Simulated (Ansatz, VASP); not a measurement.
AlN in VASP and in Ansatz

Contents of INCAR:

```
SYSTEM = AlN
PREC = Accurate
ENCUT = 520
EDIFF = 1E-6
ISMEAR = 0
SIGMA = 0.01
LREAL = .False.
LASPH = .True.
NELM = 80
ALGO = Normal
ISIF = 2
LWAVE = .False.
LCHARG = .True.
LELF = .True.
LVHAR = .True.
NBANDS = 11
```

The input KPOINTS:

```
regular mesh
0
Gamma
  8 8 8
  0 0 0
```

Contents of POSCAR:

```
AlN
1.0
    0.0000000000      2.1394101839      2.1394101839
    2.1394101839      0.0000000000      2.1394101839
    2.1394101839      2.1394101839      0.0000000000
Al N
1 1
Direct
    0.0000000000      0.0000000000      0.0000000000
    0.7500000000      0.7500000000      0.7500000000
```

Input for Ansatz:

```yaml
crystal:
  lattice:
    - [0.0, 2.1394101839181343, 2.1394101839181343]
    - [2.1394101839181343, 0.0, 2.1394101839181343]
    - [2.1394101839181343, 2.1394101839181343, 0.0]
  atoms:
    - { symbol: Al, position: [0.0, 0.0, 0.0] }
    - { symbol: "N", position: [0.75, 0.75, 0.75] }
basis:
  ecutwfc: 420.0
kpoints:
  mp_grid:
    grid: [8, 8, 8]
hamiltonian:
  xc: lda
  pseudopotentials:
    kind: paw
scf:
  occupations:
    method: fixed
output:
  stress: true
```

Alike in both runs: task single point; functional LDA; k mesh 8 × 8 × 8; no spin polarisation.

```csv
,VASP,Ansatz
version,VASP 6.6.1,Ansatz 0.2.0
potentials or method,"VASP PAW LDA potentials, release 64 (Al, N), cutoff 520 eV","plane waves, PAW"
occupations,"gaussian, width 0.01 eV",fixed
valence electrons in the cell,8,8
```

```tsv
	VASP	Ansatz	Ansatz less VASP
pressure (GPa)	10.9	10.1	-0.82
```

LDA's correlation is that of Perdew and Zunger in VASP and of Perdew and Wang (1992) in Ansatz.
